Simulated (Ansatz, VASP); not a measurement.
## One calculation of Al2Au, two programs

The input INCAR:

```
PREC = Accurate
ENCUT = 520
EDIFF = 1E-7
ISMEAR = 0
SIGMA = 0.1
LREAL = F
LASPH = T
NELM = 100
ALGO = Normal
ISIF = 2
LWAVE = F
LCHARG = T
GGA = PS
LELF = T
LVHAR = T
NBANDS = 16
```

File KPOINTS:

```
Automatic mesh
0
Gamma
  12 12 12
```

The input POSCAR:

```
Al2Au
1.0
    0.0000000000      3.0312124286      3.0312124286
    3.0312124286      0.0000000000      3.0312124286
    3.0312124286      3.0312124286      0.0000000000
Al Au
2 1
Direct
    0.2500000000      0.2500000000      0.2500000000
    0.7500000000      0.7500000000      0.7500000000
    0.0000000000      0.0000000000      0.0000000000
```

Input for Ansatz:

```yaml
crystal:
  lattice:
    - [0.0, 3.0312124286, 3.0312124286]
    - [3.0312124286, 0.0, 3.0312124286]
    - [3.0312124286, 3.0312124286, 0.0]
  atoms:
    - { symbol: Al, position: [0.25, 0.25, 0.25] }
    - { symbol: Al, position: [0.75, 0.75, 0.75] }
    - { symbol: Au, position: [0.0, 0.0, 0.0] }
basis:
  ecutwfc: 420
kpoints:
  mp_grid: { grid: [12, 12, 12] }
hamiltonian:
  xc: pbesol
scf:
  occupations: { method: gaussian, width: 0.1 }
output:
  forces: true
  stress: true
  eigenvalues: true
```

Alike in both runs: task single point; functional PBEsol; k mesh 12 × 12 × 12; occupations gaussian, width 0.1 eV; no spin polarisation.

```csv
,VASP,Ansatz
version,VASP 6.6.1,Ansatz 0.2.0
potentials or method,"VASP PAW PBE potentials, release 64 (Al, Au), cutoff 520 eV","scalar-relativistic, plane waves, PAW"
valence electrons in the cell,17,25
```

VASP gave:

```
gap on the k mesh at the Fermi level (eV) : none
pressure (GPa)                            : -3.3
```

Q: What did Ansatz give for the same quantities?

A: gap on the k mesh at the Fermi level (eV): none; pressure (GPa): -3.2.

VASP's potentials were made for PBE, not for PBEsol. A gap of «none» marks a metal or a gap that the smearing closes. VASP's potentials hold 17 valence electrons a cell and Ansatz's 25, so a difference there can come from the potentials and not from the codes.

Spin-orbit coupling is off throughout.
